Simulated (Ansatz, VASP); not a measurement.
# One calculation of CsGaAg2, two programs

INCAR

```
SYSTEM = CsGaAg2
PREC = Accurate
ENCUT = 520
EDIFF = 1E-6
ISMEAR = 0
SIGMA = 0.1
LREAL = .FALSE.
LASPH = .TRUE.
NELM = 60
ALGO = Normal
ISIF = 2
LWAVE = .FALSE.
LCHARG = .TRUE.
GGA = PE
LELF = .TRUE.
LVHAR = .TRUE.
NBANDS = 30
```

Contents of KPOINTS:

```
Automatic mesh
0
G
  6 6 6
  0 0 0
```

The input POSCAR:

```
CsGaAg2
1.0
    2.0179175388      1.1650452342      7.1008987032
   -2.0179175388      1.1650452342      7.1008987032
    0.0000000000     -2.3300904686      7.1008987032
Cs Ga Ag
1 1 2
Direct
    0.0000000000      0.0000000000      0.0000000000
    0.5000000000      0.5000000000      0.5000000000
    0.2220000000      0.2220000000      0.2220000000
    0.7780000000      0.7780000000      0.7780000000
```

Input for Ansatz:

```yaml
crystal:
  lattice:
    - [2.0179175388, 1.1650452342, 7.1008987032]
    - [-2.0179175388, 1.1650452342, 7.1008987032]
    - [0.0, -2.3300904686, 7.1008987032]
  atoms:
    - { symbol: Cs, position: [0.0, 0.0, 0.0] }
    - { symbol: Ga, position: [0.5, 0.5, 0.5] }
    - { symbol: Ag, position: [0.222, 0.222, 0.222] }
    - { symbol: Ag, position: [0.778, 0.778, 0.778] }
basis:
  ecutwfc: 420
kpoints:
  mp_grid: { grid: [6, 6, 6] }
hamiltonian:
  xc: pbe
scf:
  occupations: { method: gaussian, width: 0.1 }
  lower_state_search: "off"
output:
  forces: true
  stress: true
  eigenvalues: true
```

Alike in both runs: task single point; functional PBE; k mesh 6 × 6 × 6; occupations gaussian, width 0.1 eV; no spin polarisation.

|  | VASP | Ansatz |
| --- | --- | --- |
| version | VASP 6.6.1 | Ansatz 0.2.0 |
| potentials or method | VASP PAW PBE potentials, release 64 (Cs_sv, Ga_d, Ag), cutoff 520 eV | scalar-relativistic, plane waves, PAW |
| valence electrons in the cell | 44 | 60 |

|  | VASP | Ansatz | Ansatz less VASP |
| --- | --- | --- | --- |
| gap on the k mesh at the Fermi level (eV) | none | none | - |
| pressure (GPa) | 6.7 | 6.6 | -0.13 |
| traceless stress, the component that is largest in VASP (GPa) | -1.52 | -1.50 | +0.012 |
| rms of the force components (eV/Å) | 0.281 | 0.279 | -0.0025 |

Atom by atom the forces differ by 0.003 eV/Å (rms over components). A gap of «none» marks a metal or a gap that the smearing closes. VASP's potentials hold 44 valence electrons a cell and Ansatz's 60, so a difference there can come from the potentials and not from the codes.

Spin-orbit coupling is off throughout.
